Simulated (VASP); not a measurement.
Set up this calculation in VASP 6.6.1, as the native input.

| Property | Result |
| --- | --- |
| Task | single point |
| Functional | r2SCAN |
| Potentials or basis | VASP PAW PBE potentials, release 64 (Ge_d) |
| Cutoff | 520 eV |
| k mesh | 12 × 12 × 4 |
| Occupations | fermi-dirac, width 0.02 eV |
| Spin | no spin polarisation |
| Dipole correction | no |
| Further INCAR settings | ALGO = Normal; EDIFF = 1e-06; NBANDS = 36 |

The system is Ge.

```
CELL_PARAMETERS angstrom
3.95764 0.00000 0.00000
-1.97882 3.42742 0.00000
0.00000 0.00000 6.52689
ATOMIC_POSITIONS crystal
Ge 0.33333 0.66667 0.00042
Ge 0.66667 0.33333 0.50042
Ge 0.33333 0.66667 0.37458
Ge 0.66667 0.33333 0.87458
```

This cell differs from its parent crystal: strain -1.0%.

The input as run:

POSCAR

```
Ge
1.0
    3.9576390590      0.0000000000      0.0000000000
   -1.9788195295      3.4274159641      0.0000000000
    0.0000000000      0.0000000000      6.5268913202
Ge
4
Direct
    0.3333333333      0.6666666667      0.0004168366
    0.6666666667      0.3333333333      0.5004168366
    0.3333333333      0.6666666667      0.3745831634
    0.6666666667      0.3333333333      0.8745831634
```

INCAR.step1

```
SYSTEM = Ge
PREC     = Accurate       ! precision mode
ENCUT    = 520            ! plane-wave cutoff, eV
ISMEAR   = -1             ! smearing method
SIGMA    = 0.02           ! smearing width, eV
LREAL    = .False.        ! projectors in reciprocal space
LASPH    = .True.         ! aspherical terms in the spheres
NELM     = 60             ! most SCF steps
NBANDS   = 36             ! bands
GGA      = PE             ! functional
ALGO     = Normal         ! electronic algorithm
EDIFF    = 1E-4           ! SCF threshold, eV
LWAVE    = .True.         ! write WAVECAR
LCHARG   = .False.        ! write CHGCAR
```

INCAR.step2

```
SYSTEM = Ge
PREC     = Accurate       ! precision mode
ENCUT    = 520            ! plane-wave cutoff, eV
EDIFF    = 1E-6           ! SCF threshold, eV
ISMEAR   = -1             ! smearing method
SIGMA    = 0.02           ! smearing width, eV
LREAL    = .False.        ! projectors in reciprocal space
LASPH    = .True.         ! aspherical terms in the spheres
NELM     = 60             ! most SCF steps
ALGO     = Normal         ! electronic algorithm
ISIF     = 2              ! what is computed and relaxed
LWAVE    = .False.        ! write WAVECAR
LCHARG   = .False.        ! write CHGCAR
METAGGA  = R2SCAN         ! meta-GGA
LMIXTAU  = .True.       
NBANDS   = 36             ! bands
ISTART   = 1
```

KPOINTS

```
Automatic mesh
0
Gamma
  12 12 4
  0 0 0
```

Potentials or basis: VASP PAW PBE potentials, release 64 (Ge_d).

The run is started by

```sh
$ cat potpaw_PBE.64/Ge_d/POTCAR > POTCAR
$ cp INCAR.step1 INCAR
$ mpirun -np 1 vasp_std > vasp.out
$ cp INCAR.step2 INCAR
$ mpirun -np 1 vasp_std > vasp.out
```

Results of the run:

- Pressure: 2.4 GPa
- Largest force: 0.006 eV/Å
- Band gap on the k mesh: 0.14 eV

Caveat: the cell differs from its parent crystal (strain -1.0%); the PAW data sets were made with another functional, which shifts forces and pressure a little.

It took 9.8 min on 1 thread of Intel(R) Xeon(R) Platinum 8259CL CPU @ 2.50GHz (Skylake/Cascade Lake), with other jobs on the host, peak memory 0.29 GiB.
